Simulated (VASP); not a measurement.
A run of VASP 6.6.1:

The input POSCAR:

```
HgTe
1.0
    0.0000000000      3.2220133803      3.2220133803
    3.2220133803      0.0000000000      3.2220133803
    3.2220133803      3.2220133803      0.0000000000
Hg Te
1 1
Direct
    0.0000000000      0.0000000000      0.0000000000
    0.2500000000      0.2500000000      0.2500000000
```

File INCAR.step1:

```
SYSTEM = HgTe
PREC = Accurate
ENCUT = 520
ISMEAR = -1
SIGMA = 0.02
LREAL = .FALSE.
LASPH = .TRUE.
NELM = 60
NBANDS = 16
GGA = PE
ALGO = Normal
EDIFF = 1E-4
LWAVE = .TRUE.
LCHARG = .FALSE.
```

The input INCAR.step2:

```
SYSTEM = HgTe
PREC = Accurate
ENCUT = 520
EDIFF = 1E-7
ISMEAR = -1
SIGMA = 0.02
LREAL = .FALSE.
LASPH = .TRUE.
NELM = 60
ALGO = Normal
ISIF = 2
LWAVE = .FALSE.
LCHARG = .TRUE.
METAGGA = R2SCAN
LMIXTAU = .TRUE.
LELF = .TRUE.
LVHAR = .TRUE.
NBANDS = 16
ISTART = 1
```

Contents of KPOINTS:

```
Automatic mesh
0
G
  6 6 6
  0 0 0
```

Potentials or basis: VASP PAW PBE potentials, release 64 (Hg, Te).

The run is started by

```console
$ cat potpaw_PBE.64/Hg/POTCAR potpaw_PBE.64/Te/POTCAR > POTCAR
$ cp INCAR.step1 INCAR
$ mpirun -np 1 vasp_std > vasp.out
$ cp INCAR.step2 INCAR
$ mpirun -np 1 vasp_std > vasp.out
```

Hardware: 1 thread of Intel(R) Xeon(R) Platinum 8488C (Sapphire Rapids), with other jobs on the host.

Problem. How long does it take, and how much memory?

Solution. It took 110 s on 1 thread of Intel(R) Xeon(R) Platinum 8488C (Sapphire Rapids), on a shared host, peak memory 0.22 GiB. Counts: k points 16.
